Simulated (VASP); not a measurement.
# Nb (Fm-3m) in VASP: a series of runs

The runs below take Nb through relaxation of cell and atoms, with PBE.

All numbers are computed with VASP 6.6.1; they aren't measurements. Logs are shortened: lines on timing, memory, paths and dates and some standing lists are left out, and cuts for length are marked.

### Step 1. The cell of the first run

Symmetry: Fm-3m, No. 225, cubic system. The conventional cell has a = 3.547 Å, b = 3.547 Å, c = 3.547 Å, α = 90.00°, β = 90.00°, γ = 90.00°. Within 3.3 Å of Nb (site symmetry m-3m) lie 12 Nb at 2.51 Å.

This isn't the form of Nb at room conditions, which is bcc.

### Step 2. Relaxation of cell and atoms, PBE, target pressure 200 GPa, at which the enthalpy is minimised

File INCAR:

```
PREC     = Accurate       # precision mode
ENCUT    = 600            # plane-wave cutoff, eV
EDIFF    = 1E-6           # SCF threshold, eV
ISMEAR   = -1             # smearing method
SIGMA    = 0.1            # smearing width, eV
LREAL    = F              # projectors in reciprocal space
LASPH    = T              # aspherical terms in the spheres
NELM     = 80             # most SCF steps
ALGO     = Normal         # electronic algorithm
ISIF     = 3              # what is computed and relaxed
LWAVE    = F              # write WAVECAR
LCHARG   = F              # write CHGCAR
GGA      = PE             # functional
IBRION   = 2              # ionic algorithm
NSW      = 60             # ionic steps
EDIFFG   = -0.005         # ionic threshold
PSTRESS  = 2000.0
```

File KPOINTS:

```
Automatic mesh
0
Gamma
  19 19 19
```

File POSCAR:

```
Nb
1.0
    0.0000000000      1.7735458154      1.7735458154
    1.7735458154      0.0000000000      1.7735458154
    1.7735458154      1.7735458154      0.0000000000
Nb
1
Direct
    0.0000000000      0.0000000000      0.0000000000
```

Potentials or basis: VASP PAW PBE potentials, release 64 (Nb_sv).

Launch:

```sh
> cat potpaw_PBE.64/Nb_sv/POTCAR > POTCAR
> mpirun -np 1 vasp_std > vasp.out
```

OUTCAR:

```text
PREC = Accurate
   ENCUT = 600
   EDIFF = 1E-6
   ISMEAR = -1
   LREAL = F
   LASPH = T
   NELM = 80
   ISIF = 3
   GGA = PE
   IBRION = 2
   NSW = 60
   EDIFFG = -0.005
   PSTRESS = 2000.0

 ion  position               nearest neighbor table
   1  0.000  0.000  0.000-

  LATTYP: Found a face centered cubic cell.
 ALAT       =     3.5470916308

  Lattice vectors:

 A1 = (   0.0000000000,   1.7735458154,   1.7735458154)
 A2 = (   1.7735458154,   0.0000000000,   1.7735458154)
 A3 = (   1.7735458154,   1.7735458154,   0.0000000000)

Analysis of symmetry for initial positions (statically):
=====================================================================
 Subroutine PRICEL returns:
 Original cell was already a primitive cell.

 Routine SETGRP: Setting up the symmetry group for a
 face centered cubic supercell.

 Subroutine GETGRP returns: Found 48 space group operations
 (whereof 48 operations were pure point group operations)
 out of a pool of 48 trial point group operations.

The static configuration has the point symmetry O_h .

Analysis of symmetry for dynamics (positions and initial velocities):
=====================================================================
 Subroutine PRICEL returns:
 Original cell was already a primitive cell.

 Routine SETGRP: Setting up the symmetry group for a
 face centered cubic supercell.

 Subroutine GETGRP returns: Found 48 space group operations
 (whereof 48 operations were pure point group operations)
 out of a pool of 48 trial point group operations.

The dynamic configuration has the point symmetry O_h .

 Subroutine INISYM returns: Found 48 space group operations
 (whereof 48 operations are pure point group operations),
 and found     1 'primitive' translations

----------------------------------------------------------------------------------------

                                     Primitive cell

  volume of cell :      11.1573

  direct lattice vectors                    reciprocal lattice vectors
     0.000000000  1.773545815  1.773545815    -0.281921107  0.281921107  0.281921107
     1.773545815  0.000000000  1.773545815     0.281921107 -0.281921107  0.281921107
     1.773545815  1.773545815  0.000000000     0.281921107  0.281921107 -0.281921107

  length of vectors
     2.508172546  2.508172546  2.508172546     0.488301681  0.488301681  0.488301681

  position of ions in fractional coordinates (direct lattice)
     0.000000000  0.000000000  0.000000000

  ion indices of the primitive-cell ions
   primitive index   ion index
                 1           1

----------------------------------------------------------------------------------------

 KPOINTS: Automatic mesh

Automatic generation of k-mesh.
 Grid dimensions read from file:
 generate k-points for:   19   19   19

 Generating k-lattice:

  Cartesian coordinates                     Fractional coordinates (reciprocal lattice)
    -0.014837953  0.014837953  0.014837953     0.052631579  0.000000000  0.000000000
     0.014837953 -0.014837953  0.014837953     0.000000000  0.052631579  0.000000000
     0.014837953  0.014837953 -0.014837953     0.000000000  0.000000000  0.052631579

  Length of vectors
     0.025700088  0.025700088  0.025700088

  Shift w.r.t. Gamma in fractional coordinates (k-lattice)
     0.000000000  0.000000000  0.000000000

 Subroutine IBZKPT returns following result:
 ===========================================

 Found    220 irreducible k-points:

 Following reciprocal coordinates:
            Coordinates               Weight
  0.000000  0.000000  0.000000      1.000000
  0.052632  0.000000  0.000000      8.000000
  0.105263  0.000000  0.000000      8.000000
  0.157895  0.000000  0.000000      8.000000
  0.210526  0.000000  0.000000      8.000000
  0.263158  0.000000  0.000000      8.000000
[... 16 lines left out ...]
 -0.315789  0.052632  0.000000     24.000000
 -0.263158  0.052632  0.000000     24.000000
 [... further k-points ...]
   k-points           NKPTS =    220   k-points in BZ     NKDIM =    220   number of bands    NBANDS=     10
   number of dos      NEDOS =    301   number of ions     NIONS =      1
   total plane-waves  NPLWV =   8000
   dimension x,y,z NGX =    20 NGY =   20 NGZ =   20
   dimension x,y,z NGXF=    40 NGYF=   40 NGZF=   40
   ions per type =               1
   NGX,Y,Z   is equivalent  to a cutoff of  13.26, 13.26, 13.26 a.u.
   NGXF,Y,Z  is equivalent  to a cutoff of  26.51, 26.51, 26.51 a.u.
 SYSTEM =  unknown system
   PREC   = accura    normal or accurate (medium, high low for compatibility)
   ISTART =      0    job   : 0-new  1-cont  2-samecut
   ICHARG =      2    charge: 1-file 2-atom 10-const
   ISPIN  =      1    spin polarized calculation?
   LNONCOLLINEAR =      F non collinear calculations
   LSORBIT =      F    spin-orbit coupling
   LASPH  =      T    aspherical Exc in radial PAW
   ENCUT  =  600.0 eV  44.10 Ry    6.64 a.u.   5.01  5.01  5.01*2*pi/ulx,y,z
   NELM   =     80;   NELMIN=  2; NELMDL= -5     # of ELM steps
   EDIFF  = 0.1E-05   stopping-criterion for ELM
   LREAL  =      F    real-space projection
   EDIFFG = -.5E-02   stopping-criterion for IOM
   NSW    =     60    number of steps for IOM
   IBRION =      2    ionic relax: 0-MD 1-quasi-New 2-CG
   NFREE  =      1    steps in history (QN), initial steepest desc. (CG)
   ISIF   =      3    stress and relaxation
   ISYM   =      2    0-nonsym 1-usesym 2-fastsym
   POTIM  = 0.5000    time-step for ionic-motion
   TEBEG  =    0.0;   TEEND  =   0.0 temperature during run
   PSTRESS= 2000.0 pullay stress
   NELECT =      13.0000    total number of electrons
   NUPDOWN=      -1.0000    fix difference up-down
   EMIN   =  10.00;   EMAX   =-10.00  energy-range for DOS
   EFERMI =   0.00;   METHOD = LEGACY
   ISMEAR =    -1;   SIGMA  =   0.10  broadening in eV -4-tet -1-fermi 0-gaus
   EFERMI_NEDOS =   21; number of points for ismear=-14 and -15
   IALGO  =     38    algorithm
   IMIX   =      4    mixing-type and parameters
     AMIX     =   0.40;   BMIX     =  1.00
     AMIX_MAG =   1.60;   BMIX_MAG =  1.00
  volume/ion in A,a.u.               =      11.16        75.29
  Fermi-wavevector in a.u.,A,eV,Ry     =   1.722676  3.255385 40.376809  2.967612
  Thomas-Fermi vector in A             =   2.798696
   LORBIT       =      0    0 simple, 1 ext, 2 COOP (PROOUT), +10 PAW based schemes
   GGA     = PE    functional components
   LHFCALC =     F    Hartree Fock is set to
   AEXX    =    0.0000 exact exchange contribution
   IVDW    =     0    specifies the selected vdW correction
   LEPSILON=     F    determine dielectric tensor
   LRPA    =     F    only Hartree local field effects (RPA)
 conjugate gradient relaxation of ions
 non-spin polarized calculation
  energy-cutoff  :      600.00
  volume of cell :       11.16
 maximum number of plane-waves:       381
   NGX =  9   NGY =  9   NGZ =  9

--------------------------------------- Ionic step        1  -------------------------------------------

 number of electron      13.0000000 magnetization

 Free energy of the ion-electron system (eV)
  ---------------------------------------------------
  ext. energy  EPLUGINS =         0.00000000
  ---------------------------------------------------
  free energy    TOTEN  =        -6.59650587 eV

  energy without entropy =       -6.56058201  energy(sigma->0) =       -6.57854394

------------------------ aborting loop because EDIFF is reached ----------------------------------------

  FORCE on cell =-STRESS in cart. coord.  units (eV):
  Direction    XX          YY          ZZ          XY          YZ          ZX
  --------------------------------------------------------------------------------------
  -------------------------------------------------------------------------------------
  Total       14.3100815     14.3100815     14.3100815     -0.0000000     -0.0000000      0.0000000
  in kB     2054.9225493   2054.9225493   2054.9225493     -0.0000000     -0.0000000      0.0000000
  external PRESSURE =      54.9225493 kB  Pullay stress =    2000.0000000 kB
[... 133 lines left out ...]
  enthalpy is  TOTEN    =         7.3297317221 eV   P V=       14.0298192621

--------------------------------------- Ionic step        5  -------------------------------------------

 number of electron      12.9999999 magnetization

 Free energy of the ion-electron system (eV)
  ---------------------------------------------------
  ext. energy  EPLUGINS =         0.00000000
  ---------------------------------------------------
  free energy    TOTEN  =        -6.69689568 eV

  energy without entropy =       -6.66064702  energy(sigma->0) =       -6.67877135

 E-fermi :  19.8241     XC(G=0): -15.1499

 val. band max:       19.8081643515   @ k =   0.1579   0.1053   0.0526
 cond. band min:      19.8254264728   @ k =  -0.3158   0.1579   0.0526
 fundamental gap:      0.0172621213
 Fermi energy:        19.8241296899

 k-point     1 :       0.0000    0.0000    0.0000
  band No.  band energies     occupation
      1     -35.6302      2.00000
      2      -8.6500      2.00000
      3      -8.6500      2.00000
      4      -8.6500      2.00000
      5      13.6125      2.00000
      6      19.0571      1.99907
      7      19.0571      1.99907
      8      19.0571      1.99907
      9      24.1382      0.00000
     10      24.1382      0.00000
[... 287 lines left out ...]
 k-point    24 :      -0.2632    0.0526    0.0000
  band No.  band energies     occupation
      1     -34.8687      2.00000
      2     -11.8547      2.00000
      3      -9.2149      2.00000
      4      -8.9708      2.00000
      5      14.9124      2.00000
      6      19.4162      1.96673
      7      19.6087      1.79217
      8      20.1766      0.05722
      9      23.6975      0.00000
     10      25.5979      0.00000

 [... further k-points ...]

------------------------ aborting loop because EDIFF is reached ----------------------------------------

  FORCE on cell =-STRESS in cart. coord.  units (eV):
  Direction    XX          YY          ZZ          XY          YZ          ZX
  --------------------------------------------------------------------------------------
  -------------------------------------------------------------------------------------
  Total       14.0306983     14.0306983     14.0306983      0.0000000      0.0000000     -0.0000000
  in kB     2000.5802611   2000.5802611   2000.5802611      0.0000000      0.0000000     -0.0000000
  external PRESSURE =       0.5802611 kB  Pullay stress =    2000.0000000 kB
[... 16 lines left out ...]
  FREE ENERGIE OF THE ION-ELECTRON SYSTEM (eV)
  ---------------------------------------------------
  free  energy   TOTEN  =        -6.6968956761 eV

  energy  without entropy=       -6.6606470170  energy(sigma->0) =       -6.67877135

  enthalpy is  TOTEN    =         7.3297331180 eV   P V=       14.0266287941

 reached required accuracy - stopping structural energy minimisation
```

It took 38 s on 1 thread of Intel Xeon 6975P-C (Granite Rapids), shared host; peak memory 0.15 GiB.

What came out:

* Free energy: -6.6969 eV
* Relaxed volume: 11.24 Å³/atom
* Relaxed cell: a = 2.514 Å, b = 2.514 Å, c = 2.514 Å, α = 60.00°, β = 60.00°, γ = 60.00°
* Space group after relaxing (to 0.1 Å): Fm-3m (No. 225)
* Energy change on relaxing (the run minimises the enthalpy): -100.4 meV/atom
* Ionic steps: 5
* Pressure after relaxing: 200.1 GPa
* Band gap on the k mesh: zero (an odd number of electrons rules out a gap without spin polarisation)

The path:
```tsv
step	energy change (eV)	largest force (eV/Å)	pressure (GPa)	volume (Å³)
1	0.0000	0.0000	205.49	11.16
2	-0.7293	0.0000	167.47	11.79
3	-0.1066	0.0000	199.84	11.24
4	-0.1036	0.0000	199.92	11.24
5	-0.1004	0.0000	200.06	11.24
```

Final structure:
```cif
data_structure
_symmetry_space_group_name_H-M 'P 1'
_symmetry_Int_Tables_number 1
_cell_length_a 2.5141
_cell_length_b 2.5141
_cell_length_c 2.5141
_cell_angle_alpha 60.000
_cell_angle_beta 60.000
_cell_angle_gamma 60.000
_cell_volume 11.24
loop_
_atom_site_label
_atom_site_type_symbol
_atom_site_fract_x
_atom_site_fract_y
_atom_site_fract_z
_atom_site_occupancy
Nb1 Nb 0.00000 0.00000 0.00000 1
```

Caveat: the cell is relaxed towards a set pressure, so the run minimises the enthalpy, not the energy.

### Step 3. Relaxation of cell and atoms, PBE, target pressure 200 GPa, at which the enthalpy is minimised

This run uses another cell than the first one, of 11.23 Å³/atom.

File INCAR:

```
PREC = Accurate
ENCUT = 600
EDIFF = 1E-6
ISMEAR = -1
SIGMA = 0.1
LREAL = False
LASPH = True
NELM = 60
ALGO = Normal
ISIF = 3
LWAVE = False
LCHARG = False
GGA = PE
IBRION = 2
NSW = 32
EDIFFG = -0.005
PSTRESS = 2000.0
```

File KPOINTS:

```
regular mesh
0
Gamma
  19 19 19
```

File POSCAR:

```
Nb
1.0
    0.0000000000      1.7774038603      1.7774038603
    1.7774038603      0.0000000000      1.7774038603
    1.7774038603      1.7774038603      0.0000000000
Nb
1
Direct
    0.0000000000      0.0000000000      0.0000000000
```

Potentials or basis: VASP PAW PBE potentials, release 64 (Nb_sv).

Launch:

```sh
> cat potpaw_PBE.64/Nb_sv/POTCAR > POTCAR
> mpirun -np 1 vasp_std > vasp.out
```

OUTCAR:

```text
PREC = Accurate
   ENCUT = 600
   EDIFF = 1E-6
   ISMEAR = -1
   LREAL = False
   LASPH = True
   NELM = 60
   ISIF = 3
   GGA = PE
   IBRION = 2
   NSW = 32
   EDIFFG = -0.005
   PSTRESS = 2000.0

 ion  position               nearest neighbor table
   1  0.000  0.000  0.000-

  LATTYP: Found a face centered cubic cell.
 ALAT       =     3.5548077206

  Lattice vectors:

 A1 = (   0.0000000000,   1.7774038603,   1.7774038603)
 A2 = (   1.7774038603,   0.0000000000,   1.7774038603)
 A3 = (   1.7774038603,   1.7774038603,   0.0000000000)

Analysis of symmetry for initial positions (statically):
=====================================================================
 Subroutine PRICEL returns:
 Original cell was already a primitive cell.

 Routine SETGRP: Setting up the symmetry group for a
 face centered cubic supercell.

 Subroutine GETGRP returns: Found 48 space group operations
 (whereof 48 operations were pure point group operations)
 out of a pool of 48 trial point group operations.

The static configuration has the point symmetry O_h .

Analysis of symmetry for dynamics (positions and initial velocities):
[... 165 lines left out ...]
  Total       14.0626978     14.0626978     14.0626978      0.0000000      0.0000000      0.0000000
  in kB     2006.2769008   2006.2769008   2006.2769008      0.0000000      0.0000000      0.0000000
  external PRESSURE =       6.2769008 kB  Pullay stress =    2000.0000000 kB
[... 61 lines left out ...]
--------------------------------------- Ionic step        3  -------------------------------------------

 number of electron      12.9999999 magnetization

 Free energy of the ion-electron system (eV)
  ---------------------------------------------------
  ext. energy  EPLUGINS =         0.00000000
  ---------------------------------------------------
  free energy    TOTEN  =        -6.70048159 eV

  energy without entropy =       -6.66421971  energy(sigma->0) =       -6.68235065

 E-fermi :  19.8187     XC(G=0): -15.1483

 val. band max:       19.8031079880   @ k =   0.1579   0.1053   0.0526
 cond. band min:      19.8197791598   @ k =  -0.4737   0.3684   0.1579
 fundamental gap:      0.0166711718
 Fermi energy:        19.8186902741

 k-point     1 :       0.0000    0.0000    0.0000
  band No.  band energies     occupation
      1     -35.6346      2.00000
      2      -8.6563      2.00000
      3      -8.6563      2.00000
      4      -8.6563      2.00000
      5      13.6041      2.00000
      6      19.0524      1.99906
      7      19.0524      1.99906
      8      19.0524      1.99906
      9      24.1319      0.00000
     10      24.1319      0.00000
[... 287 lines left out ...]
 k-point    24 :      -0.2632    0.0526    0.0000
  band No.  band energies     occupation
      1     -34.8737      2.00000
      2     -11.8591      2.00000
      3      -9.2208      2.00000
      4      -8.9770      2.00000
      5      14.9068      2.00000
      6      19.4112      1.96658
      7      19.6039      1.79103
      8      20.1691      0.05837
      9      23.6915      0.00000
     10      25.5911      0.00000

 [... further k-points ...]

------------------------ aborting loop because EDIFF is reached ----------------------------------------

  FORCE on cell =-STRESS in cart. coord.  units (eV):
  Direction    XX          YY          ZZ          XY          YZ          ZX
  --------------------------------------------------------------------------------------
  -------------------------------------------------------------------------------------
  Total       14.0288278     14.0288278     14.0288278      0.0000000     -0.0000000      0.0000000
  in kB     1999.8164713   1999.8164713   1999.8164713      0.0000000     -0.0000000      0.0000000
  external PRESSURE =      -0.1835287 kB  Pullay stress =    2000.0000000 kB
[... 20 lines left out ...]
  energy  without entropy=       -6.6642197107  energy(sigma->0) =       -6.68235065

  enthalpy is  TOTEN    =         7.3296336283 eV   P V=       14.0301152233

 reached required accuracy - stopping structural energy minimisation
```

OSZICAR:

```text
N       E                     dE             d eps       ncg     rms          rms(c)
DAV:   1     0.144258775001E+03    0.14426E+03   -0.85862E+03  4416   0.155E+03
[... 22 lines left out ...]
DAV:   1    -0.670463732213E+01    0.73075E-01   -0.13279E-01  5232   0.619E+00    0.745E-01
DAV:   2    -0.670073583704E+01    0.39015E-02   -0.81670E-03  6330   0.139E+00    0.188E-01
DAV:   3    -0.670023946390E+01    0.49637E-03   -0.35136E-03  6682   0.702E-01    0.122E-01
DAV:   4    -0.670036883718E+01   -0.12937E-03   -0.12489E-04  5112   0.131E-01    0.606E-02
DAV:   5    -0.670048096513E+01   -0.11213E-03   -0.30675E-04  7702   0.150E-01    0.196E-02
DAV:   6    -0.670048196998E+01   -0.10048E-05   -0.41352E-06  4768   0.346E-02    0.530E-03
DAV:   7    -0.670048159494E+01    0.37504E-06   -0.79664E-07  2926   0.120E-02
   3 F= 0.73296336E+01 E0= 0.73477646E+01  d E =-.146917E-04
```

CONTCAR:

```text
Nb
   1.00000000000000
     0.0000000000000000    1.7778861344366714    1.7778861344366714
     1.7778861344366714    0.0000000000000000    1.7778861344366714
     1.7778861344366714    1.7778861344366714    0.0000000000000000
  Nb
     1
Direct
     0.0000000000000000    0.0000000000000000    0.0000000000000000

  0.00000000E+00  0.00000000E+00  0.00000000E+00
```

Run time: 27 s. Hardware: 1 thread of Intel Xeon 6975P-C (Granite Rapids), shared host; peak memory 0.15 GiB.

Results:

| Quantity | Value |
| --- | --- |
| Free energy | -6.7005 eV |
| Relaxed volume | 11.24 Å³/atom |
| Relaxed cell | a = 2.514 Å, b = 2.514 Å, c = 2.514 Å, α = 60.00°, β = 60.00°, γ = 60.00° |
| Space group after relaxing (to 0.1 Å) | Fm-3m (No. 225) |
| Energy change on relaxing (the run minimises the enthalpy) | -11.4 meV/atom |
| Ionic steps | 3 |
| Pressure after relaxing | 200.0 GPa |
| Band gap on the k mesh | zero (an odd number of electrons rules out a gap without spin polarisation) |

Step by step:
| step | energy change (eV) | largest force (eV/Å) | pressure (GPa) | volume (Å³) |
| --- | --- | --- | --- | --- |
| 1 | 0.0000 | 0.0000 | 200.63 | 11.23 |
| 2 | -0.0887 | 0.0000 | 195.89 | 11.30 |
| 3 | -0.0114 | 0.0000 | 199.98 | 11.24 |

Final structure:
```
CELL_PARAMETERS angstrom
0.00000 1.77789 1.77789
1.77789 0.00000 1.77789
1.77789 1.77789 0.00000
ATOMIC_POSITIONS crystal
Nb 0.00000 0.00000 0.00000
```

Levels at points of the mesh, in eV from the Fermi level:
```tsv
k point	band 3	band 4	band 5	band 6	band 7	band 8	band 9	band 10
(0.00, 0.00, 0.00)	-28.47	-28.47	-6.21	-0.77	-0.77	-0.77	4.31	4.31
```

Caveat: the cell is relaxed towards a set pressure, so the run minimises the enthalpy, not the energy.
